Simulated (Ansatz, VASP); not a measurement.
# One calculation of CdSe, two programs

INCAR

```
SYSTEM = CdSe
  PREC = Accurate
  ENCUT = 520
  EDIFF = 1E-7
  ISMEAR = 0
  SIGMA = 0.1
  LREAL = .FALSE.
  LASPH = .TRUE.
  NELM = 60
  ALGO = Normal
  ISIF = 2
  LWAVE = .FALSE.
  LCHARG = .FALSE.
  GGA = PE
  NBANDS = 16
```

Contents of KPOINTS:

```
Automatic mesh
0
G
  4 4 4
  0 0 0
```

The input POSCAR:

```
CdSe
1.0
    0.0000000000      2.8739580000      2.8739580000
    2.8739580000      0.0000000000      2.8739580000
    2.8739580000      2.8739580000      0.0000000000
Cd Se
1 1
Direct
    0.0000000000      0.0000000000      0.0000000000
    0.5000000000      0.5000000000      0.5000000000
```

Input for Ansatz:

```yaml
crystal:
  lattice:
    - [0.0, 2.873958, 2.873958]
    - [2.873958, 0.0, 2.873958]
    - [2.873958, 2.873958, 0.0]
  atoms:
    - { symbol: Cd, position: [0.0, 0.0, 0.0] }
    - { symbol: Se, position: [0.5, 0.5, 0.5] }
basis:
  ecutwfc: 420
  precision: f64
kpoints:
  mp_grid: { grid: [4, 4, 4] }
hamiltonian:
  xc: pbe
scf:
  occupations: { method: gaussian, width: 0.1 }
output:
  forces: true
  stress: true
  eigenvalues: true
```

Alike in both runs: task single point; functional PBE; k mesh 4 × 4 × 4; occupations gaussian, width 0.1 eV; no spin polarisation.

|  | VASP | Ansatz |
| --- | --- | --- |
| version | VASP 6.6.1 | Ansatz 0.2.0 |
| potentials or method | VASP PAW PBE potentials, release 64 (Cd, Se), cutoff 520 eV | scalar-relativistic, plane waves, PAW |
| valence electrons in the cell | 18 | 36 |

```tsv
	VASP	Ansatz	Ansatz less VASP
gap on the k mesh at the Fermi level (eV)	none	none	-
pressure (GPa)	0.4	0.0	-0.33
```

A gap of «none» marks a metal or a gap that the smearing closes. VASP's potentials hold 18 valence electrons a cell and Ansatz's 36, so a difference there can come from the potentials and not from the codes.

The k mesh is coarse, so the values compare programs but aren't converged.
